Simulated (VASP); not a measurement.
Set up this calculation in VASP 6.6.1, as the native input.

```
Task                   : single point
Functional             : LDA
Potentials or basis    : VASP PAW LDA potentials, release 64 (Ni)
Cutoff                 : 520 eV
k mesh                 : 12 × 12 × 12
Occupations            : fermi-dirac, width 0.05 eV
Spin                   : collinear spin, ferromagnetic start
Starting moments       : [0.797, 0.797] μB
Dipole correction      : no
Further INCAR settings : ALGO = Normal; EDIFF = 1e-06; NBANDS = 21
```

The structure of Ni lies in POSCAR:

```
Ni
1.0
    0.0000000000      2.5649832676      2.5649832676
    2.5649832676      0.0000000000      2.5649832676
    2.5649832676      2.5649832676      0.0000000000
Ni
2
Direct
    0.1250000000      0.1250000000      0.1250000000
    0.8750000000      0.8750000000      0.8750000000
```

This isn't the form of Ni at room conditions, which is fcc.

One way to write it, as run:

INCAR

```
SYSTEM = Ni
PREC = Accurate
ENCUT = 520
EDIFF = 1E-6
ISMEAR = -1
SIGMA = 0.05
LREAL = .False.
LASPH = .True.
NELM = 150
ALGO = Normal
ISIF = 2
LWAVE = .False.
LCHARG = .True.
ISPIN = 2
MAGMOM = 0.797 0.797
LORBIT = 11
LMAXMIX = 4
LELF = .True.
LVHAR = .True.
NBANDS = 21
```

KPOINTS

```
regular mesh
0
Gamma
  12 12 12
  0 0 0
```

Potentials or basis: VASP PAW LDA potentials, release 64 (Ni).

Run with:

```sh
$ cat potpaw_LDA.64/Ni/POTCAR > POTCAR
$ mpirun -np 1 vasp_std > vasp.out
```

Results of the run:

```
Pressure                                              : -10.4 GPa
Net moment                                            : 1.51 μB per cell
Site moments                                          : Ni +0.76 μB
Valence electrons inside the program's atomic spheres : Ni 9.20
```

Caveat: the cell stands under tension.

It took 98 s on 1 thread of Intel Xeon 8259CL, on a shared host, peak memory 0.2 GiB.
